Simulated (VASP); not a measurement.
# Al (C2/c) in VASP: further runs

Al is run at these levels: RPBE; tasks: single point.

All numbers are computed with VASP 6.6.1; they aren't measurements. Logs are shortened: lines on timing, memory, paths and dates and some standing lists are left out, and cuts for length are marked.

### 1 The cell of the first run

It takes space group C2/c (No. 15, monoclinic). The conventional cell has a = 2.703 Å, b = 8.445 Å, c = 2.779 Å, α = 90.00°, β = 90.61°, γ = 90.00°. Al (site symmetry 2) has 10 Al at 2.68 to 2.78 Å within 3.5 Å.

### 2 Single point, RPBE (15.86 Å³/atom)

Contents of INCAR:

```
SYSTEM = Al
ALGO = Normal ; EDIFF = 1E-6
ENCUT = 500 ; GGA = RP
GGA_COMPAT = .False. ; ISIF = 2
ISMEAR = -1 ; LASPH = .True.
LCHARG = .True. ; LELF = .True.
LREAL = .False. ; LVHAR = .True.
LWAVE = .False. ; NBANDS = 10
NELM = 120 ; PREC = Accurate
SIGMA = 0.1
```

Contents of KPOINTS:

```
k-points
0
Gamma
  18 18 12
  0 0 0
```

Contents of POSCAR:

```
Al
1.0
   -3.1824697012      2.7888788641      1.3222984194
    2.7888788641     -3.1824697012      1.3222984194
    2.3121803497      2.3121803497     -2.0431607584
Al
2
Direct
    0.9895291984      0.0104708016      0.0000000000
    0.7604708016      0.2395291984      0.5000000000
```

Potentials or basis: VASP PAW PBE potentials, release 64 (Al).

On the command line:

```sh
$ cat potpaw_PBE.64/Al/POTCAR > POTCAR
$ mpirun -np 1 vasp_std > vasp.out
```

OUTCAR:

```text
SYSTEM = Al
   EDIFF = 1E-6
   ENCUT = 500
   GGA = RP
   ISIF = 2
   ISMEAR = -1
   LASPH = .True.
   LREAL = .False.
   NELM = 120
   PREC = Accurate

 ion  position               nearest neighbor table
   1  0.990  0.010  0.000-   2 2.68   2 2.68   2 2.73   2 2.73   2 2.75   2 2.75
   2  0.760  0.240  0.500-   1 2.68   1 2.68   1 2.73   1 2.73   1 2.75   1 2.75

  Warning from LATTYP: Got some problem with cell dimensions!
  Tried to take original basis but could not verify dimensions!
  LATTYP: Found a base centered monoclinic cell.
 ALAT       =     2.7025395342
 B/A-ratio  =     3.1247506354
 C/A-ratio  =     1.0283490531
 COS(beta)  =    -0.0106883069

  Lattice vectors:

 A1 = (   3.1824697012,  -2.7888788641,  -1.3222984194)
 A2 = (  -2.7888788641,   3.1824697012,  -1.3222984194)
 A3 = (   1.9185895126,   1.9185895126,   0.6014360804)

Analysis of symmetry for initial positions (statically):
=====================================================================
 Subroutine PRICEL returns:
 Original cell was already a primitive cell.

 Routine SETGRP: Setting up the symmetry group for a
 base centered monoclinic supercell.

 Subroutine GETGRP returns: Found  4 space group operations
 (whereof  2 operations were pure point group operations)
 out of a pool of  4 trial point group operations.

The static configuration has the point symmetry C_2 .
 The point group associated with its full space group is C_2h.

Analysis of symmetry for dynamics (positions and initial velocities):
=====================================================================
 Subroutine PRICEL returns:
 Original cell was already a primitive cell.

 Routine SETGRP: Setting up the symmetry group for a
 base centered monoclinic supercell.

 Subroutine GETGRP returns: Found  4 space group operations
 (whereof  2 operations were pure point group operations)
 out of a pool of  4 trial point group operations.

The dynamic configuration has the point symmetry C_2 .
 The point group associated with its full space group is C_2h.

 Subroutine INISYM returns: Found  4 space group operations
 (whereof  2 operations are pure point group operations),
 and found     1 'primitive' translations

----------------------------------------------------------------------------------------

                                     Primitive cell

  volume of cell :      31.7115

  direct lattice vectors                    reciprocal lattice vectors
    -3.182469701  2.788878864  1.322298419     0.108632542  0.276098901  0.435388394
     2.788878864 -3.182469701  1.322298419     0.276098901  0.108632542  0.435388394
     2.312180350  2.312180350 -2.043160758     0.248991557  0.248991557  0.074113978
[... 93 lines left out ...]
   TEBEG  =    0.0;   TEEND  =   0.0 temperature during run
   PSTRESS=    0.0 pullay stress
   NELECT =       6.0000    total number of electrons
   NUPDOWN=      -1.0000    fix difference up-down
   EMIN   =  10.00;   EMAX   =-10.00  energy-range for DOS
   EFERMI =   0.00;   METHOD = LEGACY
   ISMEAR =    -1;   SIGMA  =   0.10  broadening in eV -4-tet -1-fermi 0-gaus
   EFERMI_NEDOS =   21; number of points for ismear=-14 and -15
   IALGO  =     38    algorithm
   IMIX   =      4    mixing-type and parameters
     AMIX     =   0.40;   BMIX     =  1.00
     AMIX_MAG =   1.60;   BMIX_MAG =  1.00
  volume/ion in A,a.u.               =      15.86       107.00
  Fermi-wavevector in a.u.,A,eV,Ry     =   0.939838  1.776036 12.017954  0.883295
  Thomas-Fermi vector in A             =   2.067190
   LORBIT       =      0    0 simple, 1 ext, 2 COOP (PROOUT), +10 PAW based schemes
   GGA     = RP    functional components
   LHFCALC =     F    Hartree Fock is set to
   AEXX    =    0.0000 exact exchange contribution
   IVDW    =     0    specifies the selected vdW correction
   LEPSILON=     F    determine dielectric tensor
   LRPA    =     F    only Hartree local field effects (RPA)
 non-spin polarized calculation
  energy-cutoff  :      500.00
  volume of cell :       31.71
 maximum number of plane-waves:       828
   NGX = 17   NGY = 17   NGZ = 13

 number of electron       6.0000000 magnetization

 Free energy of the ion-electron system (eV)
  ---------------------------------------------------
  ext. energy  EPLUGINS =         0.00000000
  ---------------------------------------------------
  free energy    TOTEN  =        -6.72991072 eV

  energy without entropy =       -6.70483264  energy(sigma->0) =       -6.71737168

 E-fermi :   8.4468     XC(G=0): -10.2538

 val. band max:        8.4463528161   @ k =   0.4444   0.0000   0.3333
 cond. band min:       8.4475532979   @ k =  -0.2222   0.1111   0.0000
 fundamental gap:      0.0012004818
 Fermi energy:         8.4468368838

 k-point     1 :       0.0000    0.0000    0.0000
  band No.  band energies     occupation
      1      -2.9894      2.00000
      2       4.6326      2.00000
      3       5.7196      2.00000
      4      14.6286      0.00000
      5      14.7472      0.00000
      6      17.0994      0.00000
      7      18.0849      0.00000
      8      18.3403      0.00000
      9      20.4508      0.00000
     10      21.0336      0.00000
[... 287 lines left out ...]
 k-point    24 :      -0.2222    0.0556   -0.0000
  band No.  band energies     occupation
      1      -1.7595      2.00000
      2       4.0911      2.00000
      3       8.4860      0.80673
      4      10.1175      0.00000
      5      12.5153      0.00000
      6      14.2460      0.00000
      7      16.2904      0.00000
      8      20.3036      0.00000
      9      21.6991      0.00000
     10      22.9339      0.00000

 [... further k-points ...]

------------------------ aborting loop because EDIFF is reached ----------------------------------------

  FORCE on cell =-STRESS in cart. coord.  units (eV):
  Direction    XX          YY          ZZ          XY          YZ          ZX
  --------------------------------------------------------------------------------------
  -------------------------------------------------------------------------------------
  Total        2.2493326      2.2493326      2.2352157     -0.0738097     -0.0106757     -0.0106757
  in kB      113.6441239    113.6441239    112.9308893     -3.7291257     -0.5393757     -0.5393757
  external PRESSURE =     113.4063790 kB  Pullay stress =       0.0000000 kB

 VOLUME and BASIS-vectors are now :
 -----------------------------------------------------------------------------
  energy-cutoff  :      500.00
  volume of cell :       31.71
      direct lattice vectors                 reciprocal lattice vectors
    -3.182469701  2.788878864  1.322298419     0.108632542  0.276098901  0.435388394
     2.788878864 -3.182469701  1.322298419     0.276098901  0.108632542  0.435388394
     2.312180350  2.312180350 -2.043160758     0.248991557  0.248991557  0.074113978

 POSITION                                       TOTAL-FORCE (eV/Angst)
 -----------------------------------------------------------------------------------
     -3.11994      2.72635      1.32230        -0.058947      0.058947     -0.000000
     -0.59607      2.51466      0.30072         0.058947     -0.058947      0.000000
 -----------------------------------------------------------------------------------
    total drift:                               -0.000000      0.000000     -0.000000

  FREE ENERGIE OF THE ION-ELECTRON SYSTEM (eV)
  ---------------------------------------------------
  free  energy   TOTEN  =        -6.7299107244 eV

  energy  without entropy=       -6.7048326375  energy(sigma->0) =       -6.71737168
```

Run time: 8 min. Hardware: 1 thread of AMD EPYC 9755, shared host; peak memory 0.34 GiB.

Results:

```yaml
Free_energy: -6.7299 eV
Pressure: 11.3 GPa
Largest_force: 0.083 eV/Å
Band_gap_on_the_k_mesh: zero (bands 3 and 4 overlap by 9.74 eV)
```

Forces on the atoms (eV/Å):
```
Al  -0.059  0.059  0.000
Al   0.059 -0.059  0.000
```

Levels at points of the mesh, in eV from the Fermi level:
| k point | band 1 | band 2 | band 3 | band 4 | band 5 | band 6 | band 7 |
| --- | --- | --- | --- | --- | --- | --- | --- |
| (0.00, 0.00, 0.00) | -11.44 | -3.81 | -2.73 | 6.18 | 6.30 | 8.65 | 9.64 |
| (0.50, 0.00, 0.00) | -2.27 | -2.10 | -0.82 | -0.62 | 1.65 | 1.76 | 3.70 |
| (0.50, 0.50, 0.00) | -9.83 | -8.84 | 5.57 | 6.33 | 6.98 | 7.46 | 7.57 |
| (0.00, 0.00, 0.50) | -6.73 | -6.73 | 0.57 | 0.57 | 1.85 | 1.85 | 12.63 |
| (0.50, 0.00, 0.50) | -6.20 | -5.83 | -2.61 | -1.16 | 5.55 | 6.13 | 10.74 |
| (0.50, 0.50, 0.50) | -5.22 | -5.22 | -4.17 | -4.17 | 9.64 | 9.64 | 10.65 |

Caveat: the cell stands under pressure; the PAW data sets were made with another functional, which shifts forces and pressure a little.

### 3 Single point, RPBE (18.74 Å³/atom)

This run uses another cell than the first one, of 18.74 Å³/atom.

Contents of INCAR:

```
  ALGO = Normal
  EDIFF = 1E-6
  ENCUT = 500
  GGA = RP
  GGA_COMPAT = F
  ISIF = 2
  ISMEAR = -1
  LASPH = T
  LCHARG = F
  LREAL = F
  LWAVE = F
  NBANDS = 10
  NELM = 120
  PREC = Accurate
  SIGMA = 0.1
```

Contents of KPOINTS:

```
k-points
0
Gamma
  18 18 12
```

Contents of POSCAR:

```
Al
1.0
   -3.3647115065      2.9485819774      1.3980188736
    2.9485819774     -3.3647115065      1.3980188736
    2.4445856703      2.4445856703     -2.1601608684
Al
2
Direct
    0.9895291984      0.0104708016      0.0000000000
    0.7604708016      0.2395291984      0.5000000000
```

Potentials or basis: VASP PAW PBE potentials, release 64 (Al).

On the command line:

```sh
$ cat potpaw_PBE.64/Al/POTCAR > POTCAR
$ mpirun -np 1 vasp_std > vasp.out
```

Wall time 12 min (1 thread of AMD EPYC 9755, shared host); peak memory 0.38 GiB.

It converged, with:

```yaml
Free_energy: -6.8499 eV
Pressure: -2.7 GPa
Largest_force: 0.009 eV/Å
Band_gap_on_the_k_mesh: zero (bands 3 and 4 overlap by 9.06 eV)
```

Forces in eV/Å, atoms in the order of the input:
```
Al   0.006 -0.006  0.000
Al  -0.006  0.006  0.000
```

Stress tensor (GPa, compression positive):
```
-2.72  0.19  0.01
 0.19 -2.72  0.01
 0.01  0.01 -2.62
```

Levels at points of the mesh, in eV from the Fermi level:
| k point | band 1 | band 2 | band 3 | band 4 | band 5 | band 6 | band 7 |
| --- | --- | --- | --- | --- | --- | --- | --- |
| (0.00, 0.00, 0.00) | -10.30 | -3.29 | -2.62 | 5.50 | 5.98 | 7.62 | 8.79 |
| (0.50, 0.00, 0.00) | -1.99 | -1.86 | -0.80 | -0.63 | 1.56 | 1.69 | 3.25 |
| (0.50, 0.50, 0.00) | -8.88 | -7.94 | 5.30 | 5.58 | 6.52 | 6.67 | 6.73 |
| (0.00, 0.00, 0.50) | -6.07 | -6.07 | 0.69 | 0.69 | 1.47 | 1.47 | 11.25 |
| (0.50, 0.00, 0.50) | -5.73 | -5.14 | -2.28 | -1.03 | 4.89 | 5.66 | 9.31 |
| (0.50, 0.50, 0.50) | -4.71 | -4.71 | -3.77 | -3.77 | 8.98 | 8.98 | 9.39 |

Caveat: the PAW data sets were made with another functional, which shifts forces and pressure a little.

### 4 Single point, RPBE (19.46 Å³/atom)

This run uses another cell than the first one, of 19.46 Å³/atom.

Contents of INCAR:

```
SYSTEM = Al
ALGO = Normal
EDIFF = 1E-6
ENCUT = 500
GGA = RP
GGA_COMPAT = .FALSE.
ISIF = 2
ISMEAR = -1
LASPH = .TRUE.
LCHARG = .FALSE.
LREAL = .FALSE.
LWAVE = .FALSE.
NBANDS = 10
NELM = 120
PREC = Accurate
SIGMA = 0.1
```

Contents of KPOINTS:

```
k-points
0
G
  18 18 12
  0 0 0
```

Contents of POSCAR:

```
Al
1.0
   -3.4073073133      2.9859097625      1.4157171939
    2.9859097625     -3.4073073133      1.4157171939
    2.4755330781      2.4755330781     -2.1875075800
Al
2
Direct
    0.9895291984      0.0104708016      0.0000000000
    0.7604708016      0.2395291984      0.5000000000
```

On the command line:

```sh
$ cat potpaw_PBE.64/Al/POTCAR > POTCAR
$ mpirun -np 1 vasp_std > vasp.out
```

Run time: 11 min. Hardware: 1 thread of AMD EPYC 9755, shared host; peak memory 0.39 GiB.

It converged, with:

* Free energy: -6.8167 eV
* Pressure: -4.6 GPa
* Largest force: 0.025 eV/Å
* Band gap on the k mesh: zero (bands 3 and 4 overlap by 8.89 eV)

Forces in eV/Å, atoms in the order of the input:
```
Al   0.017 -0.017  0.000
Al  -0.017  0.017  0.000
```

Stress tensor (GPa, compression positive):
```
-4.70  0.26  0.01
 0.26 -4.70  0.01
 0.01  0.01 -4.54
```

Levels at points of the mesh, in eV from the Fermi level:
| k point | band 1 | band 2 | band 3 | band 4 | band 5 | band 6 |
| --- | --- | --- | --- | --- | --- | --- |
| (0.00, 0.00, 0.00) | -10.05 | -3.17 | -2.60 | 5.33 | 5.94 | 7.41 |
| (0.50, 0.00, 0.00) | -1.93 | -1.81 | -0.80 | -0.64 | 1.54 | 1.67 |
| (0.50, 0.50, 0.00) | -8.68 | -7.75 | 5.23 | 5.41 | 6.33 | 6.48 |
| (0.00, 0.00, 0.50) | -5.93 | -5.93 | 0.71 | 0.71 | 1.40 | 1.40 |
| (0.50, 0.00, 0.50) | -5.63 | -5.00 | -2.21 | -1.00 | 4.75 | 5.56 |
| (0.50, 0.50, 0.50) | -4.61 | -4.61 | -3.66 | -3.66 | 8.80 | 8.80 |

Caveat: the cell stands under tension; the PAW data sets were made with another functional, which shifts forces and pressure a little.

### 5 The runs side by side

```csv
cell,gap on the mesh (eV),pressure (GPa),largest force (eV/Å)
"a = 4.433, b = 4.433, c = 3.856 Å, angles 102.2, 102.2, 144.5°, 2 atoms",none,11.3,0.08
"a = 4.687, b = 4.687, c = 4.077 Å, angles 102.2, 102.2, 144.5°, 2 atoms",none,-2.7,0.01
"a = 4.747, b = 4.747, c = 4.128 Å, angles 102.2, 102.2, 144.5°, 2 atoms",none,-4.6,0.02
```

Alike in all rows: task single point; level RPBE; potentials or basis VASP PAW PBE potentials, release 64 (Al); no spin polarisation; k mesh 18 × 18 × 12; cutoff (eV) 500; smearing fermi-dirac 0.1 eV.

Caveats: the PAW data sets were made with another functional, which shifts forces and pressure a little; the cell stands under pressure (at least some runs); the cell stands under tension (at least some runs).

Absolute energies hang on the potentials; compare differences alone.
